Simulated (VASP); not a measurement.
# Al2Rh (P4_2/mnm) in VASP: notebook, part 2 of 2

VASP 6.6.1. Earlier steps stand in the parts before.

### 4 Relaxation of cell and atoms, PBE

The input, INCAR:

```
SYSTEM = Al2Rh
ALGO = Fast
EDIFF = 1E-7
EDIFFG = -0.04
ENCUT = 600
GGA = PE
IBRION = 2
ISIF = 3
ISMEAR = 0
LASPH = .True.
LCHARG = .False.
LREAL = .False.
LWAVE = .False.
NELM = 60
NSW = 90
PREC = Accurate
SIGMA = 0.1
```

The input, KPOINTS:

```
k-points
0
Gamma
  4 4 6
  0 0 0
```

The input, POSCAR:

```
Al2Rh
1.0
    4.7966999600      0.0000000000      0.0000000000
    0.0000000000      4.7966999600      0.0000000000
    0.0000000000      0.0000000000      3.1653034600
Al Rh
4 2
Direct
    0.3030000000      0.3030000000      0.0000000000
    0.1970000000      0.8030000000      0.5000000000
    0.6970000000      0.6970000000      0.0000000000
    0.8030000000      0.1970000000      0.5000000000
    0.0000000000      0.0000000000      0.0000000000
    0.5000000000      0.5000000000      0.5000000000
```

Potentials or basis: VASP PAW PBE potentials, release 64 (Al, Rh_pv).

Launch:

```console
$ cat potpaw_PBE.64/Al/POTCAR potpaw_PBE.64/Rh_pv/POTCAR > POTCAR
$ mpirun -np 1 vasp_std > vasp.out
```

OUTCAR:

```text
SYSTEM = Al2Rh
   EDIFF = 1E-7
   EDIFFG = -0.04
   ENCUT = 600
   GGA = PE
   IBRION = 2
   ISIF = 3
   ISMEAR = 0
   LASPH = .True.
   LREAL = .False.
   NELM = 60
   NSW = 90
   PREC = Accurate

 ion  position               nearest neighbor table
   1  0.303  0.303  0.000-   5 2.06   6 2.07   6 2.07   3 2.67   4 2.92   2 2.92   4 2.92   2 2.92
                             2 2.92   2 2.92   4 2.92   4 2.92
   2  0.197  0.803  0.500-   6 2.06   5 2.07   5 2.07   4 2.67   1 2.92   1 2.92   3 2.92   3 2.92
                             1 2.92   1 2.92   3 2.92   3 2.92
   3  0.697  0.697  0.000-   5 2.06   6 2.07   6 2.07   1 2.67   4 2.92   2 2.92   4 2.92   2 2.92
                             4 2.92   4 2.92   2 2.92   2 2.92
   4  0.803  0.197  0.500-   6 2.06   5 2.07   5 2.07   2 2.67   3 2.92   1 2.92   3 2.92   1 2.92
                             3 2.92   3 2.92   1 2.92   1 2.92
   5  0.000  0.000  0.000-   1 2.06   3 2.06   2 2.07   4 2.07   2 2.07   4 2.07
   6  0.500  0.500  0.500-   2 2.06   4 2.06   3 2.07   1 2.07   1 2.07   3 2.07

  LATTYP: Found a simple tetragonal cell.
 ALAT       =     4.7966999600
 C/A-ratio  =     0.6598919020

  Lattice vectors:

 A1 = (   4.7966999600,   0.0000000000,   0.0000000000)
 A2 = (   0.0000000000,   4.7966999600,   0.0000000000)
 A3 = (   0.0000000000,   0.0000000000,   3.1653034600)

Analysis of symmetry for initial positions (statically):
=====================================================================
 Subroutine PRICEL returns:
 Original cell was already a primitive cell.

 Routine SETGRP: Setting up the symmetry group for a
 simple tetragonal supercell.

 Subroutine GETGRP returns: Found 16 space group operations
 (whereof  8 operations were pure point group operations)
 out of a pool of 16 trial point group operations.

The static configuration has the point symmetry D_2h.
 The point group associated with its full space group is D_4h.

Analysis of symmetry for dynamics (positions and initial velocities):
[... 164 lines left out ...]
 Free energy of the ion-electron system (eV)
  ---------------------------------------------------
  ext. energy  EPLUGINS =         0.00000000
  ---------------------------------------------------
  free energy    TOTEN  =       -19.38653429 eV

  energy without entropy =      -19.37399916  energy(sigma->0) =      -19.38026672

 E-fermi :  12.4637     XC(G=0): -12.2367

 val. band max:       12.4567479603   @ k =   0.2500   0.0000   0.0000
 cond. band min:      12.4699789873   @ k =   0.2500   0.2500   0.5000
 fundamental gap:      0.0132310271
 Fermi energy:        12.4636670692
[... 709 lines left out ...]
--------------------------------------- Ionic step        2  -------------------------------------------

 number of electron      42.0000034 magnetization

------------------------ aborting loop EDIFF was not reached (unconverged)  ----------------------------

  FORCE on cell =-STRESS in cart. coord.  units (eV):
  Direction    XX          YY          ZZ          XY          YZ          ZX
  --------------------------------------------------------------------------------------
  -------------------------------------------------------------------------------------
  Total      -12.7846844    -12.7846844    -17.0366489      0.0000000      0.0000000      0.0000000
  in kB      -93.3082886    -93.3082886   -124.3410087      0.0000000      0.0000000      0.0000000
  external PRESSURE =    -103.6525286 kB  Pullay stress =       0.0000000 kB
[... 27 lines left out ...]
--------------------------------------- Ionic step        3  -------------------------------------------

 number of electron      41.9999973 magnetization

------------------------ aborting loop EDIFF was not reached (unconverged)  ----------------------------

  FORCE on cell =-STRESS in cart. coord.  units (eV):
  Direction    XX          YY          ZZ          XY          YZ          ZX
  --------------------------------------------------------------------------------------
  -------------------------------------------------------------------------------------
  Total        5.0711879      5.0711879      5.5182223     -0.0000000      0.0000000      0.0000000
  in kB       44.9781573     44.9781573     48.9430630     -0.0000000      0.0000000      0.0000000
  external PRESSURE =      46.2997925 kB  Pullay stress =       0.0000000 kB
[... 1382 lines left out ...]
     24       5.8244      1.89863
     25      10.6276      0.00000

[... ionic steps 4 to 38 ...]

--------------------------------------- Ionic step       39  -------------------------------------------

 number of electron      42.0000031 magnetization

------------------------ aborting loop because EDIFF is reached ----------------------------------------
[... 75 lines left out ...]
--------------------------------------- Ionic step       41  -------------------------------------------

 number of electron      42.0000030 magnetization

 Free energy of the ion-electron system (eV)
  ---------------------------------------------------
  ext. energy  EPLUGINS =         0.00000000
  ---------------------------------------------------
  free energy    TOTEN  =       -32.01366481 eV

  energy without entropy =      -31.99306773  energy(sigma->0) =      -32.00336627

 E-fermi :   6.7456     XC(G=0): -10.1913

 val. band max:        6.6291127064   @ k =   0.2500   0.2500   0.3333
 cond. band min:       6.7532666550   @ k =   0.5000   0.2500   0.1667
 fundamental gap:      0.1241539486
 Fermi energy:         6.7455528504
[... 703 lines left out ...]
  FREE ENERGIE OF THE ION-ELECTRON SYSTEM (eV)
  ---------------------------------------------------
  free  energy   TOTEN  =       -32.0136648077 eV

  energy  without entropy=      -31.9930677315  energy(sigma->0) =      -32.00336627

 reached required accuracy - stopping structural energy minimisation
```

CONTCAR:

```text
Al2Rh
   1.00000000000000
     6.2538620993810730   -0.0000000000000001    0.0000000000000000
     0.0000000000000001    6.2538620993810765    0.0000000000000000
     0.0000000000000000    0.0000000000000000    2.8975546419257605
  Al              Rh
     4     2
Direct
     0.2746449365835755    0.2746449365835755    0.0000000000000000
     0.2253550634164245    0.7746449365835752    0.5000000000000000
     0.7253550634164248    0.7253550634164248    0.0000000000000000
     0.7746449365835752    0.2253550634164245    0.5000000000000000
     0.0000000000000000    0.0000000000000000    0.0000000000000000
     0.5000000000000000    0.5000000000000000    0.5000000000000000

  0.00000000E+00  0.00000000E+00  0.00000000E+00
  0.00000000E+00  0.00000000E+00  0.00000000E+00
  0.00000000E+00  0.00000000E+00  0.00000000E+00
  0.00000000E+00  0.00000000E+00  0.00000000E+00
  0.00000000E+00  0.00000000E+00  0.00000000E+00
  0.00000000E+00  0.00000000E+00  0.00000000E+00
```

It took 37 min on 1 thread of Intel Xeon Platinum 8488C (Sapphire Rapids), shared host; peak memory 0.24 GiB.

What came out:

```
Free energy                           : -32.0137 eV
Relaxed volume                        : 18.89 Å³/atom
Relaxed cell                          : a = 6.254 Å, b = 6.254 Å, c = 2.898 Å, α = 90.00°, β = 90.00°, γ = 90.00°
Space group after relaxing (to 0.1 Å) : P4_2/mnm (No. 136)
Pressure after relaxing               : 0.0 GPa
Largest force after relaxing          : 0.010 eV/Å
Band gap on the k mesh                : zero (bands 21 and 22 overlap by 2.54 eV)
```

Forces in eV/Å, atoms in the order of the input:
```
Al  -0.007 -0.007  0.000
Al   0.007 -0.007  0.000
Al   0.007  0.007  0.000
Al  -0.007  0.007  0.000
Rh   0.000  0.000  0.000
Rh   0.000  0.000  0.000
```

Final structure:
```
Al Rh
1.0
     6.25386    0.00000    0.00000
     0.00000    6.25386    0.00000
     0.00000    0.00000    2.89755
Al Rh
4 2
Direct
  0.27464 0.27464 0.00000
  0.22535 0.77465 0.50000
  0.72536 0.72536 0.00000
  0.77465 0.22535 0.50000
  0.00000 0.00000 0.00000
  0.50000 0.50000 0.50000
```

Caveat: the volume moved by over 15 % at a fixed basis, so the end points are rough.

### 5 Single point, PBE

This run uses another cell than the first one, of 18.91 Å³/atom.

The input, INCAR:

```
PREC = Accurate
ENCUT = 520
EDIFF = 1E-7
ISMEAR = 0
SIGMA = 0.1
LREAL = F
LASPH = T
NELM = 100
ALGO = Fast
ISIF = 2
LWAVE = F
LCHARG = F
GGA = PE
NBANDS = 30
```

The input, KPOINTS:

```
Automatic mesh
0
Gamma
  6 6 14
```

The input, POSCAR:

```
Al2Rh
1.0
    6.2763654296      0.0000000000      0.0000000000
    0.0000000000      6.2763654296      0.0000000000
    0.0000000000      0.0000000000      2.8804507340
Al Rh
4 2
Direct
    0.2742056400      0.2742056400      0.0000000000
    0.2257943600      0.7742056400      0.5000000000
    0.7257943600      0.7257943600      0.0000000000
    0.7742056400      0.2257943600      0.5000000000
    0.0000000000      0.0000000000      0.0000000000
    0.5000000000      0.5000000000      0.5000000000
```

Launch:

```console
$ cat potpaw_PBE.64/Al/POTCAR potpaw_PBE.64/Rh_pv/POTCAR > POTCAR
$ mpirun -np 1 vasp_std > vasp.out
```

Run time: 3.7 min. Hardware: 1 thread of Intel Xeon Platinum 8488C (Sapphire Rapids), shared host; peak memory 0.37 GiB.

The run converged. Its results:

- Free energy: -32.0767 eV
- Pressure: -0.1 GPa
- Band gap on the k mesh: zero (bands 21 and 22 overlap by 2.81 eV)

Levels at points of the mesh, in eV from the Fermi level:
```
           k point  band 19  band 20  band 21  band 22  band 23  band 24
(0.00, 0.00, 0.00)    -1.37    -1.37    -1.22    -1.22     0.11     1.85
(0.50, 0.00, 0.00)    -1.81    -1.81    -1.22    -1.22     1.47     1.47
(0.50, 0.50, 0.00)    -1.22    -1.22     0.01     0.01     1.53     1.53
(0.00, 0.00, 0.50)    -0.42    -0.42     0.03     0.03     1.76     1.76
(0.50, 0.00, 0.50)    -0.61    -0.61     0.98     0.98     1.04     1.04
(0.50, 0.50, 0.50)    -0.86    -0.86    -0.72    -0.72     1.23     1.23
```

### 6 Summary

| task | cell | k mesh | cutoff (eV) | gap on the mesh (eV) | pressure (GPa) | largest force (eV/Å) |
| --- | --- | --- | --- | --- | --- | --- |
| single point | a = 4.797, b = 4.797, c = 3.165 Å, 6 atoms, atomic positions A | 4 × 4 × 6 | 520 | none | 121.8 | 1.42 |
| single point | a = 6.271, b = 6.271, c = 2.890 Å, 6 atoms, atomic positions B | 4 × 4 × 6 | 520 | none | -0.1 | 0.01 |
| relaxation of cell and atoms | relaxed from a = 4.797, b = 4.797, c = 3.165 Å, 6 atoms, atomic positions A | 4 × 4 × 6 | 600 | none | 0.0 | 0.01 |
| single point | a = 6.276, b = 6.276, c = 2.880 Å, 6 atoms, atomic positions B | 6 × 6 × 14 | 520 | none | -0.1 | - |

Alike in all rows: level PBE; potentials or basis VASP PAW PBE potentials, release 64 (Al, Rh_pv); no spin polarisation; smearing gaussian 0.1 eV.

Caveats: some runs use coarse meshes; the cell stands under pressure (at least some runs); forces of over 1 eV/Å act on the atoms, so gaps and moduli don't describe the material at rest (at least some runs); the volume moved by over 15 % at a fixed basis, so the end points are rough (at least some runs).

Total energies depend on the potentials used, so only differences within one code and one set of settings carry meaning.
